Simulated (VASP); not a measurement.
Si2W:

```
CELL_PARAMETERS angstrom
-1.61453 1.61453 3.93355
1.61453 -1.61453 3.93355
1.61453 1.61453 -3.93355
ATOMIC_POSITIONS crystal
Si 0.33456 0.33456 0.00000
Si 0.66544 0.66544 0.00000
W 0.00000 0.00000 0.00000
```

```yaml
Program: VASP 6.6.1
Task: relaxation of cell and atoms
Functional: PBEsol
Potentials_or_basis: VASP PAW PBE potentials, release 64 (Si, W_sv)
Cutoff: 600 eV
k_mesh: 18 × 18 × 18
Occupations: gaussian, width 0.1 eV
Spin: no spin polarisation
```

At the start: pressure -4.8 GPa; volume 13.67 Å³/atom.

Q: How do energy, volume and symmetry change on relaxing?

A: Over 8 steps the energy falls by 4.4 meV/atom and the volume is 13.38 Å³/atom (-2.1 %); space group I4/mmm (No. 139, to 0.1 Å) before and after.

Step by step:
```
step  energy change (eV)  largest force (eV/Å)  pressure (GPa)  volume (Å³)
   1              0.0000                0.0480           -4.82        41.01
   2              0.0334                0.1698           10.00        38.62
   3             -0.0132                0.0226           -0.05        40.17
   4             -0.0132                0.0242            0.00        40.15
   5             -0.0132                0.0024            0.04        40.14
   6             -0.0133                0.0089            0.04        40.14
   7             -0.0133                0.0093            0.03        40.14
   8             -0.0133                0.0001           -0.04        40.15
```

Final structure:
```
CELL_PARAMETERS angstrom
-1.60238 1.60238 3.90962
1.60238 -1.60238 3.90962
1.60238 1.60238 -3.90962
ATOMIC_POSITIONS crystal
Si 0.33452 0.33452 0.00000
Si 0.66548 0.66548 0.00000
W 0.00000 0.00000 0.00000
```

Caveat: the PAW data sets were made with another functional, which shifts forces and pressure a little.
